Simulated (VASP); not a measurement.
# InP (R-3m) in VASP: a series of runs

Runs on InP. Level: PBEsol. Tasks: single point.

All numbers are computed with VASP 6.6.1; they aren't measurements. Logs are shortened: lines on timing, memory, paths and dates and some standing lists are left out, and cuts for length are marked.

## Step 1: The cell of the first run

It takes space group R-3m (No. 166, trigonal). The conventional cell has a = 4.017 Å, b = 4.017 Å, c = 9.989 Å, α = 90.00°, β = 90.00°, γ = 120.00°. Within 3.8 Å of In (site symmetry -3m) lie 6 P at 2.86 Å. P (site symmetry -3m) has 6 In at 2.86 Å within 3.8 Å.

## Step 2: Single point, PBEsol (equal xy, yz and zx shear strains of +1 %)

Input file INCAR:

```
SYSTEM = InP
ALGO = Normal ; EDIFF = 1E-6
ENCUT = 520 ; GGA = PS
ISIF = 2 ; ISMEAR = -1
LASPH = .TRUE. ; LCHARG = .FALSE.
LREAL = .FALSE. ; LWAVE = .FALSE.
NBANDS = 16 ; NELM = 80
PREC = Accurate ; SIGMA = 0.03
```

Input file KPOINTS:

```
k-points
0
G
  11 11 11
  0 0 0
```

Input file POSCAR:

```
InP
1.0
    0.0285500000      2.8692750000      2.8692750000
    2.8692750000      0.0285500000      2.8692750000
    2.8692750000      2.8692750000      0.0285500000
In P
1 1
Direct
    0.0000000000      0.0000000000      0.0000000000
    0.5000000000      0.5000000000      0.5000000000
```

Potentials or basis: VASP PAW PBE potentials, release 64 (In_d, P).

On the command line:

```bash
> cat potpaw_PBE.64/In_d/POTCAR potpaw_PBE.64/P/POTCAR > POTCAR
> mpirun -np 1 vasp_std > vasp.out
```

OUTCAR:

```text
SYSTEM = InP
   EDIFF = 1E-6
   ENCUT = 520
   GGA = PS
   ISIF = 2
   ISMEAR = -1
   LASPH = .TRUE.
   LREAL = .FALSE.
   NELM = 80
   PREC = Accurate

 ion  position               nearest neighbor table
   1  0.000  0.000  0.000-   2 2.86   2 2.86   2 2.86   2 2.86   2 2.86   2 2.86
   2  0.500  0.500  0.500-   1 2.86   1 2.86   1 2.86   1 2.86   1 2.86   1 2.86

  LATTYP: Found a trigonal (rhomboedric) cell.
 ALAT       =     4.0578680552
 COS(alpha) =     0.5099250056

  Lattice vectors:

 A1 = (   0.0285500000,   2.8692750000,   2.8692750000)
 A2 = (   2.8692750000,   0.0285500000,   2.8692750000)
 A3 = (   2.8692750000,   2.8692750000,   0.0285500000)

Analysis of symmetry for initial positions (statically):
=====================================================================
 Subroutine PRICEL returns:
 Original cell was already a primitive cell.

 Routine SETGRP: Setting up the symmetry group for a
 trigonal (rhombohedral) supercell.

 Subroutine GETGRP returns: Found 12 space group operations
 (whereof 12 operations were pure point group operations)
 out of a pool of 12 trial point group operations.

The static configuration has the point symmetry D_3d.

Analysis of symmetry for dynamics (positions and initial velocities):
=====================================================================
 Subroutine PRICEL returns:
 Original cell was already a primitive cell.

 Routine SETGRP: Setting up the symmetry group for a
 trigonal (rhombohedral) supercell.

 Subroutine GETGRP returns: Found 12 space group operations
 (whereof 12 operations were pure point group operations)
 out of a pool of 12 trial point group operations.

The dynamic configuration has the point symmetry D_3d.

 Subroutine INISYM returns: Found 12 space group operations
 (whereof 12 operations are pure point group operations),
 and found     1 'primitive' translations

----------------------------------------------------------------------------------------

                                     Primitive cell

  volume of cell :      46.5389

  direct lattice vectors                    reciprocal lattice vectors
     0.028550000  2.869275000  2.869275000    -0.176882749  0.175140062  0.175140062
     2.869275000  0.028550000  2.869275000     0.175140062 -0.176882749  0.175140062
     2.869275000  2.869275000  0.028550000     0.175140062  0.175140062 -0.176882749

  length of vectors
     4.057868055  4.057868055  4.057868055     0.304360953  0.304360953  0.304360953

  position of ions in fractional coordinates (direct lattice)
     0.000000000  0.000000000  0.000000000
     0.500000000  0.500000000  0.500000000

  ion indices of the primitive-cell ions
   primitive index   ion index
                 1           1
                 2           2

----------------------------------------------------------------------------------------

 KPOINTS: k-points

Automatic generation of k-mesh.
 Grid dimensions read from file:
 generate k-points for:   11   11   11

 Generating k-lattice:

  Cartesian coordinates                     Fractional coordinates (reciprocal lattice)
    -0.016080250  0.015921824  0.015921824     0.090909091  0.000000000  0.000000000
     0.015921824 -0.016080250  0.015921824     0.000000000  0.090909091  0.000000000
     0.015921824  0.015921824 -0.016080250     0.000000000  0.000000000  0.090909091

  Length of vectors
     0.027669178  0.027669178  0.027669178

  Shift w.r.t. Gamma in fractional coordinates (k-lattice)
     0.000000000  0.000000000  0.000000000

 Subroutine IBZKPT returns following result:
 ===========================================

 Found    146 irreducible k-points:

 Following reciprocal coordinates:
            Coordinates               Weight
  0.000000  0.000000  0.000000      1.000000
  0.090909 -0.000000  0.000000      6.000000
  0.181818  0.000000  0.000000      6.000000
  0.272727  0.000000 -0.000000      6.000000
  0.363636 -0.000000 -0.000000      6.000000
  0.454545  0.000000  0.000000      6.000000
[... 16 lines left out ...]
 -0.272727  0.181818 -0.000000     12.000000
 -0.181818  0.181818  0.000000      6.000000
 [... further k-points ...]
   k-points           NKPTS =    146   k-points in BZ     NKDIM =    146   number of bands    NBANDS=     16
   number of dos      NEDOS =    301   number of ions     NIONS =      2
   total plane-waves  NPLWV =  27000
   dimension x,y,z NGX =    30 NGY =   30 NGZ =   30
   dimension x,y,z NGXF=    60 NGYF=   60 NGZF=   60
   ions per type =               1   1
   NGX,Y,Z   is equivalent  to a cutoff of  12.29, 12.29, 12.29 a.u.
   NGXF,Y,Z  is equivalent  to a cutoff of  24.58, 24.58, 24.58 a.u.
 SYSTEM =  InP
   PREC   = accura    normal or accurate (medium, high low for compatibility)
   ISTART =      0    job   : 0-new  1-cont  2-samecut
   ICHARG =      2    charge: 1-file 2-atom 10-const
   ISPIN  =      1    spin polarized calculation?
   LNONCOLLINEAR =      F non collinear calculations
   LSORBIT =      F    spin-orbit coupling
   LASPH  =      T    aspherical Exc in radial PAW
   ENCUT  =  520.0 eV  38.22 Ry    6.18 a.u.   7.54  7.54  7.54*2*pi/ulx,y,z
   NELM   =     80;   NELMIN=  2; NELMDL= -5     # of ELM steps
   EDIFF  = 0.1E-05   stopping-criterion for ELM
   LREAL  =      F    real-space projection
   EDIFFG = 0.1E-04   stopping-criterion for IOM
   NSW    =      0    number of steps for IOM
   IBRION =     -1    ionic relax: 0-MD 1-quasi-New 2-CG
   NFREE  =      0    steps in history (QN), initial steepest desc. (CG)
   ISIF   =      2    stress and relaxation
   ISYM   =      2    0-nonsym 1-usesym 2-fastsym
   POTIM  = 0.5000    time-step for ionic-motion
   TEBEG  =    0.0;   TEEND  =   0.0 temperature during run
   PSTRESS=    0.0 pullay stress
   NELECT =      18.0000    total number of electrons
   NUPDOWN=      -1.0000    fix difference up-down
   EMIN   =  10.00;   EMAX   =-10.00  energy-range for DOS
   EFERMI =   0.00;   METHOD = LEGACY
   ISMEAR =    -1;   SIGMA  =   0.03  broadening in eV -4-tet -1-fermi 0-gaus
   EFERMI_NEDOS =   21; number of points for ismear=-14 and -15
   IALGO  =     38    algorithm
   IMIX   =      4    mixing-type and parameters
     AMIX     =   0.40;   BMIX     =  1.00
     AMIX_MAG =   1.60;   BMIX_MAG =  1.00
  volume/ion in A,a.u.               =      23.27       157.03
  Fermi-wavevector in a.u.,A,eV,Ry     =   1.192780  2.254028 19.357339  1.422724
  Thomas-Fermi vector in A             =   2.328810
   LORBIT       =      0    0 simple, 1 ext, 2 COOP (PROOUT), +10 PAW based schemes
   GGA     = PS    functional components
   LHFCALC =     F    Hartree Fock is set to
   AEXX    =    0.0000 exact exchange contribution
   IVDW    =     0    specifies the selected vdW correction
   LEPSILON=     F    determine dielectric tensor
   LRPA    =     F    only Hartree local field effects (RPA)
 non-spin polarized calculation
  energy-cutoff  :      520.00
  volume of cell :       46.54
 maximum number of plane-waves:      1273
 NGX is ok and might be reduce to    30
   NGX = 15   NGY = 15   NGZ = 15

 number of electron      17.9999993 magnetization

 Free energy of the ion-electron system (eV)
  ---------------------------------------------------
  ext. energy  EPLUGINS =         0.00000000
  ---------------------------------------------------
  free energy    TOTEN  =        -8.62902676 eV

  energy without entropy =       -8.62641175  energy(sigma->0) =       -8.62771925

 E-fermi :   5.8258     XC(G=0): -10.1379

 val. band max:        5.8203302933   @ k =  -0.0909   0.0909   0.0000
 cond. band min:       5.8358826910   @ k =   0.3636  -0.0000  -0.0000
 fundamental gap:      0.0155523977
 Fermi energy:         5.8258189493

 k-point     1 :       0.0000    0.0000    0.0000
  band No.  band energies     occupation
      1      -8.1818      2.00000
      2      -8.1818      2.00000
      3      -8.1653      2.00000
      4      -8.1643      2.00000
      5      -8.1643      2.00000
      6      -5.5321      2.00000
[... 8 lines left out ...]
     15      13.7072      0.00000
     16      13.7072      0.00000

 k-point     2 :       0.0909   -0.0000    0.0000
  band No.  band energies     occupation
      1      -8.1849      2.00000
      2      -8.1831      2.00000
      3      -8.1647      2.00000
      4      -8.1615      2.00000
      5      -8.1608      2.00000
      6      -5.4388      2.00000
[... 8 lines left out ...]
     15      13.4217      0.00000
     16      13.7743      0.00000

 k-point     3 :       0.1818    0.0000    0.0000
  band No.  band energies     occupation
      1      -8.1947      2.00000
      2      -8.1908      2.00000
      3      -8.1653      2.00000
      4      -8.1495      2.00000
      5      -8.1480      2.00000
      6      -5.1646      2.00000
[... 8 lines left out ...]
     15      13.7216      0.00000
     16      13.8835      0.00000

 k-point     4 :       0.2727    0.0000   -0.0000
  band No.  band energies     occupation
      1      -8.2082      2.00000
      2      -8.2029      2.00000
      3      -8.1668      2.00000
      4      -8.1317      2.00000
      5      -8.1304      2.00000
      6      -4.7330      2.00000
[... 8 lines left out ...]
     15      14.5301      0.00000
     16      14.7286      0.00000
[... 324 lines left out ...]
 k-point    22 :      -0.3636    0.1818    0.0000
  band No.  band energies     occupation
      1      -8.2548      2.00000
      2      -8.2129      2.00000
      3      -8.1556      2.00000
      4      -8.1213      2.00000
      5      -8.1091      2.00000
      6      -3.5935      2.00000
[... 8 lines left out ...]
     15      15.5758      0.00000
     16      16.9415      0.00000

 k-point    23 :      -0.2727    0.1818   -0.0000
  band No.  band energies     occupation
      1      -8.2329      2.00000
      2      -8.2135      2.00000
      3      -8.1581      2.00000
      4      -8.1243      2.00000
      5      -8.1219      2.00000
      6      -4.0700      2.00000
[... 8 lines left out ...]
     15      15.5882      0.00000
     16      17.8791      0.00000

 k-point    24 :      -0.1818    0.1818    0.0000
  band No.  band energies     occupation
      1      -8.2106      2.00000
      2      -8.2097      2.00000
      3      -8.1631      2.00000
      4      -8.1378      2.00000
      5      -8.1269      2.00000
      6      -4.5678      2.00000
[... 8 lines left out ...]
     15      15.4082      0.00000
     16      16.6705      0.00000

 [... further k-points ...]
[... 5 lines left out ...]
  --------------------------------------------------------------------------------------
  -------------------------------------------------------------------------------------
  Total       -2.3881616     -2.3881616     -2.3881616     -0.0827756     -0.0827756     -0.0827756
  in kB      -82.2163955    -82.2163955    -82.2163955     -2.8496878     -2.8496878     -2.8496878
  external PRESSURE =     -82.2163955 kB  Pullay stress =       0.0000000 kB

 VOLUME and BASIS-vectors are now :
 -----------------------------------------------------------------------------
  energy-cutoff  :      520.00
  volume of cell :       46.54
      direct lattice vectors                 reciprocal lattice vectors
     0.028550000  2.869275000  2.869275000    -0.176882749  0.175140062  0.175140062
     2.869275000  0.028550000  2.869275000     0.175140062 -0.176882749  0.175140062
     2.869275000  2.869275000  0.028550000     0.175140062  0.175140062 -0.176882749

 POSITION                                       TOTAL-FORCE (eV/Angst)
 -----------------------------------------------------------------------------------
      0.00000      0.00000      0.00000        -0.000000      0.000000      0.000000
      2.88355      2.88355      2.88355         0.000000     -0.000000     -0.000000
 -----------------------------------------------------------------------------------
    total drift:                               -0.000000      0.000000      0.000000

  FREE ENERGIE OF THE ION-ELECTRON SYSTEM (eV)
  ---------------------------------------------------
  free  energy   TOTEN  =        -8.6290267552 eV

  energy  without entropy=       -8.6264117539  energy(sigma->0) =       -8.62771925
```

Wall time 2.9 min (1 thread of Intel Xeon 8259CL, shared host); peak memory 0.25 GiB.

Results:

* Free energy: -8.6290 eV
* Pressure: -8.2 GPa
* Band gap on the k mesh: zero (band 9 reaches 6.18 eV, above the bottom of band 10 at 3.88 eV)

Stress tensor (GPa, compression positive):
```
-8.22 -0.28 -0.28
-0.28 -8.22 -0.28
-0.28 -0.28 -8.22
```

Caveat: the cell differs from its parent crystal (equal xy, yz and zx shear strains of +1 %); the PAW data sets were made with another functional, which shifts forces and pressure a little; spin-orbit coupling is left out, which moves the levels of the heavy elements.

## Step 3: Single point, PBEsol (equal xy, yz and zx shear strains of +3 %)

Input file INCAR:

```
PREC     = Accurate       # precision mode
ENCUT    = 520            # plane-wave cutoff, eV
EDIFF    = 1E-6           # SCF threshold, eV
ISMEAR   = -1             # smearing method
SIGMA    = 0.03           # smearing width, eV
LREAL    = F              # projectors in reciprocal space
LASPH    = T              # aspherical terms in the spheres
NELM     = 60             # most SCF steps
ALGO     = Normal         # electronic algorithm
ISIF     = 2              # what is computed and relaxed
LWAVE    = F              # write WAVECAR
LCHARG   = F              # write CHGCAR
GGA      = PS             # functional
NBANDS   = 16             # bands
```

Input file KPOINTS:

```
Automatic mesh
0
Gamma
  11 11 11
```

Input file POSCAR:

```
InP
1.0
    0.0856500000      2.8978250000      2.8978250000
    2.8978250000      0.0856500000      2.8978250000
    2.8978250000      2.8978250000      0.0856500000
In P
1 1
Direct
    0.0000000000      0.0000000000      0.0000000000
    0.5000000000      0.5000000000      0.5000000000
```

Potentials or basis: VASP PAW PBE potentials, release 64 (In_d, P).

On the command line:

```bash
> cat potpaw_PBE.64/In_d/POTCAR potpaw_PBE.64/P/POTCAR > POTCAR
> mpirun -np 1 vasp_std > vasp.out
```

Wall time 2.5 min (1 thread of Intel Xeon 8259CL, shared host); peak memory 0.25 GiB.

Results (log left out):

| Quantity | Value |
| --- | --- |
| Free energy | -8.6201 eV |
| Pressure | -8.2 GPa |
| Band gap on the k mesh | zero (band 9 reaches 6.25 eV, above the bottom of band 10 at 4.01 eV) |

Stress tensor (GPa, compression positive):
```
-8.17 -0.92 -0.92
-0.92 -8.17 -0.92
-0.92 -0.92 -8.17
```

Levels at points of the mesh, in eV from the Fermi level:
| k point | band 7 | band 8 | band 9 | band 10 | band 11 | band 12 |
| --- | --- | --- | --- | --- | --- | --- |
| (0.00, 0.00, 0.00) | -0.50 | -0.24 | -0.05 | -0.05 | 6.67 | 7.26 |

Caveat: the cell differs from its parent crystal (equal xy, yz and zx shear strains of +3 %); the PAW data sets were made with another functional, which shifts forces and pressure a little; spin-orbit coupling is left out, which moves the levels of the heavy elements.
